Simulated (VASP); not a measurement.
Input of a VASP 6.6.1 run:

Contents of POSCAR:

```
Al2Cu
1.0
    3.2477268566      0.0000000000      0.0000000000
    0.0000000000      3.2477268566      0.0000000000
    0.0000000000      0.0000000000      2.3097817836
Al Cu
2 1
Direct
    0.5000000000      0.0000000000      0.5000000000
    0.0000000000      0.5000000000      0.5000000000
    0.0000000000      0.0000000000      0.0000000000
```

The input INCAR.step1:

```
PREC = Accurate
ENCUT = 520
ISMEAR = -1
SIGMA = 0.05
LREAL = F
LASPH = T
NELM = 60
NBANDS = 16
GGA = PE
ALGO = Normal
EDIFF = 1E-4
LWAVE = T
LCHARG = F
```

The input INCAR.step2:

```
PREC = Accurate
ENCUT = 520
EDIFF = 1E-6
ISMEAR = -1
SIGMA = 0.05
LREAL = F
LASPH = T
NELM = 60
ALGO = Normal
ISIF = 2
LWAVE = F
LCHARG = T
METAGGA = R2SCAN
LMIXTAU = T
LELF = T
LVHAR = T
NBANDS = 16
ISTART = 1
```

File KPOINTS:

```
regular mesh
0
Gamma
  9 9 12
```

Potentials or basis: VASP PAW PBE potentials, release 64 (Al, Cu).

Launch:

```bash
$ cat potpaw_PBE.64/Al/POTCAR potpaw_PBE.64/Cu/POTCAR > POTCAR
$ cp INCAR.step1 INCAR
$ mpirun -np 1 vasp_std > vasp.out
$ cp INCAR.step2 INCAR
$ mpirun -np 1 vasp_std > vasp.out
```

(1) Predict the pressure.

Answers

(1) 279.5 GPa.

Caveat: the PAW data sets were made with another functional, which shifts forces and pressure a little.
